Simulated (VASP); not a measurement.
A run of VASP 6.6.1:

The input INCAR:

```
  ALGO = Normal
  EDIFF = 1E-8
  ENCUT = 600
  GGA = PS
  GGA_COMPAT = F
  IBRION = 6
  ISIF = 3
  ISMEAR = -1
  LASPH = T
  LCHARG = F
  LREAL = F
  LWAVE = F
  NELM = 120
  NFREE = 2
  NSW = 1
  POTIM = 0.015
  PREC = Accurate
  SIGMA = 0.1
```

The input KPOINTS:

```
k-points
0
Gamma
  18 18 18
```

POSCAR

```
ZrN
1.0
    0.0000000000      2.2502540103      2.2502540103
    2.2502540103      0.0000000000      2.2502540103
    2.2502540103      2.2502540103      0.0000000000
Zr N
1 1
Direct
    0.5000000000      0.5000000000      0.5000000000
    0.0000000000      0.0000000000      0.0000000000
```

Potentials or basis: VASP PAW PBE potentials, release 64 (Zr_sv, N).

Launch:

```sh
$ cat potpaw_PBE.64/Zr_sv/POTCAR potpaw_PBE.64/N/POTCAR > POTCAR
$ mpirun -np 1 vasp_std > vasp.out
```

Hardware: 1 thread of Intel(R) Xeon(R) Platinum 8559C (Emerald Rapids), with other jobs on the host.

Task: Estimate the wall time of this run.

Result: Run time: 29 min on 1 thread of Intel(R) Xeon(R) Platinum 8559C (Emerald Rapids), on a shared host, peak memory 0.98 GiB. Counts: scf iterations 175, k points 195.
